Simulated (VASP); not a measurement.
**P: relaxation of cell and atoms with r2SCAN**

The system is P.

```xyz
4
Lattice="4.2792 0.0000 0.0000 -2.1396 3.7059 0.0000 0.0000 0.0000 7.0606" Properties=species:S:1:pos:R:3 pbc="T T T"
P     0.0000    2.4706    3.0890
P     2.1396    1.2353    6.6193
P     2.1396    1.2353    3.9716
P     0.0000    2.4706    0.4413
```

This isn't the form of P at room conditions, which is orthorhombic.

```json
{
  "Program": "VASP 6.6.1",
  "Task": "relaxation of cell and atoms",
  "Functional": "r2SCAN",
  "Potentials or basis": "VASP PAW PBE potentials, release 64 (P)",
  "Cutoff": "600 eV",
  "k mesh": "6 × 6 × 4",
  "Occupations": "gaussian, width 0.1 eV",
  "Spin": "no spin polarisation",
  "Dipole correction": "no",
  "Further INCAR settings": "ALGO = Normal; EDIFF = 1e-06; IBRION = 2; EDIFFG = -0.04; NSW = 90; ISIF = 3"
}
```

| Quantity | Value |
| --- | --- |
| Relaxed volume | 16.58 Å³/atom |
| Relaxed cell | a = 4.033 Å, b = 4.033 Å, c = 4.708 Å, α = 90.00°, β = 90.00°, γ = 120.00° |
| Space group after relaxing (to 0.1 Å) | P6/mmm (No. 191) |
| Pressure after relaxing | 0.0 GPa |
| Largest force after relaxing | 0.013 eV/Å |

Forces in eV/Å, atoms in the order of the input:
```
P    0.000  0.000  0.013
P    0.000  0.000  0.013
P    0.000  0.000 -0.013
P    0.000  0.000 -0.013
```

Stress tensor (GPa, compression positive):
```
 0.06  0.00  0.00
 0.00  0.06  0.00
 0.00  0.00 -0.17
```

Final structure:
```xyz
4
Lattice="4.0325 0.0000 0.0000 -2.0163 3.4923 0.0000 0.0000 0.0000 4.7080" Properties=species:S:1:pos:R:3 pbc="T T T"
P     0.0000    2.3282    2.3496
P     2.0163    1.1641    4.7036
P     2.0163    1.1641    2.3583
P     0.0000    2.3282    0.0044
```

Levels at points of the mesh, in eV from the Fermi level:
| k point | band 8 | band 9 | band 10 | band 11 | band 12 | band 13 |
| --- | --- | --- | --- | --- | --- | --- |
| (0.00, 0.00, 0.00) | -3.29 | -3.29 | -1.79 | -1.66 | -1.66 | 2.42 |
| (0.50, 0.00, 0.00) | -4.98 | -4.24 | 0.40 | 2.23 | 2.67 | 3.58 |
| (0.00, 0.00, 0.50) | -5.59 | -3.08 | -3.08 | -0.21 | -0.21 | -0.21 |
| (0.50, 0.00, 0.50) | -3.68 | -1.75 | -1.75 | 0.68 | 0.68 | 4.69 |

Wall time 42 min on 1 thread of Intel(R) Xeon(R) 6975P-C (Granite Rapids), on a shared host, peak memory 0.28 GiB.

Caveat: the volume moved by over 15 % at a fixed basis, so the end points are rough; the highest band is partly filled, so the run has too few bands; the PAW data sets were made with another functional, which shifts forces and pressure a little.
